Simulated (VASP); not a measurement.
# Cu4O in VASP: relaxation of the atoms with PBEsol

Aim: the relaxation of the atoms of Cu4O with PBEsol.

All numbers are computed with VASP 6.6.1; they aren't measurements. Logs are shortened: lines on timing, memory, paths and dates and some standing lists are left out, and cuts for length are marked.

### 1 The cell of the first run

The cell holds a slab with vacuum, 5 atoms: a = 2.520 Å, b = 2.520 Å, c = 25.172 Å, α = 90.00°, β = 90.00°, γ = 120.00°.

### 2 Relaxation of the atoms, PBEsol

INCAR reads:

```
PREC = Accurate ; ENCUT = 520
EDIFF = 1E-6 ; ISMEAR = 0
SIGMA = 0.1 ; LREAL = F
LASPH = T ; NELM = 100
ALGO = Normal ; ISIF = 2
LWAVE = F ; LCHARG = F
LDIPOL = T ; IDIPOL = 3
DIPOL = 0.5 0.5 0.495 ; GGA = PS
IBRION = 2 ; NSW = 90
EDIFFG = -0.03
```

KPOINTS reads:

```
Automatic mesh
0
Gamma
  12 12 1
```

POSCAR reads:

```
Cu4O
1.0
    2.5196845177      0.0000000000      0.0000000000
   -1.2598422588      2.1821108018      0.0000000000
    0.0000000000      0.0000000000     25.1719413810
Cu O
4 1
Selective dynamics
Direct
    0.6666666667      0.3333333333      0.3376775700  F F F
    0.3333333333      0.6666666667      0.4194080080  F F F
    0.0000000000      0.0000000000      0.5001010482  T T T
    0.6666666667      0.3333333333      0.5807085547  T T T
    0.3333333333      0.6666666667      0.6347369659  T T T
```

Potentials or basis: VASP PAW PBE potentials, release 64 (Cu, O).

Run with:

```bash
cat potpaw_PBE.64/Cu/POTCAR potpaw_PBE.64/O/POTCAR > POTCAR
mpirun -np 1 vasp_std > vasp.out
```

OUTCAR:

```text
PREC = Accurate
   ENCUT = 520
   EDIFF = 1E-6
   ISMEAR = 0
   LREAL = F
   LASPH = T
   NELM = 100
   ISIF = 2
   GGA = PS
   IBRION = 2
   NSW = 90
   EDIFFG = -0.03

 ion  position               nearest neighbor table
   1  0.667  0.333  0.338-   2 2.52   2 2.52   2 2.52
   2  0.333  0.667  0.419-   3 2.50   3 2.50   3 2.50   1 2.52   1 2.52   1 2.52
   3  0.000  0.000  0.500-   4 2.50   4 2.50   4 2.50   2 2.50   2 2.50   2 2.50
   4  0.667  0.333  0.581-   5 1.99   5 1.99   5 1.99   3 2.50   3 2.50   3 2.50
   5  0.333  0.667  0.635-   4 1.99   4 1.99   4 1.99

  LATTYP: Found a hexagonal cell.
 ALAT       =     2.5196845177
 C/A-ratio  =     9.9901163039

  Lattice vectors:

 A1 = (   2.5196845177,   0.0000000000,   0.0000000000)
 A2 = (  -1.2598422588,   2.1821108018,   0.0000000000)
 A3 = (   0.0000000000,   0.0000000000,  25.1719413810)

Analysis of symmetry for initial positions (statically):
=====================================================================
 Subroutine PRICEL returns:
 Original cell was already a primitive cell.

 Routine SETGRP: Setting up the symmetry group for a
 hexagonal supercell.

 Subroutine GETGRP returns: Found  6 space group operations
 (whereof  6 operations were pure point group operations)
 out of a pool of 24 trial point group operations.

The static configuration has the point symmetry C_3v.

Analysis of symmetry for dynamics (positions and initial velocities):
=====================================================================
 Subroutine PRICEL returns:
 Original cell was already a primitive cell.

 Routine SETGRP: Setting up the symmetry group for a
 hexagonal supercell.

 Subroutine GETGRP returns: Found  6 space group operations
 (whereof  6 operations were pure point group operations)
 out of a pool of 24 trial point group operations.

The dynamic configuration has the point symmetry C_3v.

Analysis of constrained symmetry for selective dynamics:
=====================================================================
 Subroutine PRICEL returns:
 Original cell was already a primitive cell.

 Routine SETGRP: Setting up the symmetry group for a
 hexagonal supercell.

 Subroutine GETGRP returns: Found  6 space group operations
 (whereof  6 operations were pure point group operations)
 out of a pool of 24 trial point group operations.

[... 113 lines left out ...]
   EMIN   =  10.00;   EMAX   =-10.00  energy-range for DOS
   EFERMI =   0.00;   METHOD = LEGACY
   ISMEAR =     0;   SIGMA  =   0.10  broadening in eV -4-tet -1-fermi 0-gaus
   EFERMI_NEDOS =   21; number of points for ismear=-14 and -15
   IALGO  =     38    algorithm
   IMIX   =      4    mixing-type and parameters
     AMIX     =   0.40;   BMIX     =  1.00
     AMIX_MAG =   1.60;   BMIX_MAG =  1.00
  volume/ion in A,a.u.               =      27.68       186.80
  Fermi-wavevector in a.u.,A,eV,Ry     =   1.165963  2.203351 18.496723  1.359471
  Thomas-Fermi vector in A             =   2.302483
   LORBIT       =      0    0 simple, 1 ext, 2 COOP (PROOUT), +10 PAW based schemes
   GGA     = PS    functional components
   LHFCALC =     F    Hartree Fock is set to
   AEXX    =    0.0000 exact exchange contribution
   IVDW    =     0    specifies the selected vdW correction
   LEPSILON=     F    determine dielectric tensor
   LRPA    =     F    only Hartree local field effects (RPA)
 conjugate gradient relaxation of ions
 non-spin polarized calculation
 Gauss-broadening in eV      SIGMA  =   0.10
  energy-cutoff  :      520.00
  volume of cell :      138.40
 maximum number of plane-waves:      3765
 NGX is ok and might be reduce to    20
   NGX =  9   NGY =  9   NGZ = 93

 dipolmoment           0.000000      0.000000     -0.076788 electrons x Angstroem

--------------------------------------- Ionic step        1  -------------------------------------------

 number of electron      50.0000009 magnetization

 Free energy of the ion-electron system (eV)
  ---------------------------------------------------
  ext. energy  EPLUGINS =         0.00000000
  ---------------------------------------------------
  free energy    TOTEN  =       -21.03803179 eV

  energy without entropy =      -21.00698380  energy(sigma->0) =      -21.02250779

------------------------ aborting loop because EDIFF is reached ----------------------------------------

  FORCE on cell =-STRESS in cart. coord.  units (eV):
  Direction    XX          YY          ZZ          XY          YZ          ZX
  --------------------------------------------------------------------------------------
  -------------------------------------------------------------------------------------
  Total        1.1469054      1.1469054     -1.1791303      0.0000000      0.0000000      0.0000000
  in kB       13.2769554     13.2769554    -13.6500021      0.0000000      0.0000000      0.0000000
  external PRESSURE =       4.3013029 kB  Pullay stress =       0.0000000 kB
[... 221 lines left out ...]
--------------------------------------- Ionic step        7  -------------------------------------------

 number of electron      49.9999992 magnetization

 dipolmoment           0.000000      0.000000      0.097748 electrons x Angstroem

 Free energy of the ion-electron system (eV)
  ---------------------------------------------------
  ext. energy  EPLUGINS =         0.00000000
  ---------------------------------------------------
  free energy    TOTEN  =       -21.16159608 eV

  energy without entropy =      -21.12579734  energy(sigma->0) =      -21.14369671

 E-fermi :  -1.4719     XC(G=0):  -5.4941

 val. band max:       -1.4818534841   @ k =   0.5000  -0.0000   0.0000
 cond. band min:      -1.4680117937   @ k =   0.0833   0.0833   0.0000
 fundamental gap:      0.0138416903
 Fermi energy:        -1.4718522803

 k-point     1 :       0.0000    0.0000    0.0000
  band No.  band energies     occupation
      1     -20.9010      2.00000
      2     -10.6397      2.00000
      3      -9.3182      2.00000
      4      -7.9966      2.00000
      5      -6.9825      2.00000
      6      -5.8210      2.00000
[... 616 lines left out ...]
     29       3.9415      0.00000
     30       4.0232      0.00000

------------------------ aborting loop because EDIFF is reached ----------------------------------------

 vacuum level on the upper side and lower side of the slab       (xc-potential included)         1.549        -1.597

  FORCE on cell =-STRESS in cart. coord.  units (eV):
  Direction    XX          YY          ZZ          XY          YZ          ZX
  --------------------------------------------------------------------------------------
  -------------------------------------------------------------------------------------
  Total        2.9617672      2.9617672      0.0423336      0.0000000      0.0000000     -0.0000000
  in kB       34.2863951     34.2863951      0.4900679      0.0000000      0.0000000     -0.0000000
  external PRESSURE =      23.0209527 kB  Pullay stress =       0.0000000 kB
[... 20 lines left out ...]
  FREE ENERGIE OF THE ION-ELECTRON SYSTEM (eV)
  ---------------------------------------------------
  free  energy   TOTEN  =       -21.1615960784 eV

  energy  without entropy=      -21.1257973371  energy(sigma->0) =      -21.14369671

 reached required accuracy - stopping structural energy minimisation

 vacuum level on the upper side and lower side of the slab         6.816         3.602
```

Wall time 7.2 min (1 thread of Intel Xeon Platinum 8488C (Sapphire Rapids), shared host); peak memory 0.29 GiB.

Results:

```yaml
Free_energy: -21.1616 eV
Energy_gained_by_relaxing: 24.7 meV/atom
Ionic_steps: 7
Band_gap_on_the_k_mesh: zero (bands 25 and 26 overlap by 4.11 eV)
```

The path:
```
step  energy change (eV)  largest force on free atoms (eV/Å)  pressure (GPa)
   1              0.0000                              1.5188            0.43
   2             -0.1182                              0.2591            1.92
   3             -0.1207                              0.2194            2.20
   4             -0.1227                              0.1263            2.25
   5             -0.1235                              0.0390            2.33
   6             -0.1236                              0.0317            2.30
   7             -0.1236                              0.0278            2.30
```

Final structure:
```xyz
5
Lattice="2.5197 0.0000 0.0000 -1.2598 2.1821 0.0000 0.0000 0.0000 25.1719" Properties=species:S:1:pos:R:3 pbc="T T T"
Cu    1.2598    0.7274    8.5000
Cu    0.0000    1.4547   10.5573
Cu    0.0000    0.0000   12.6096
Cu    1.2598    0.7274   14.7004
O     0.0000    1.4547   15.8964
```

Caveat: the PAW data sets were made with another functional, which shifts forces and pressure a little.
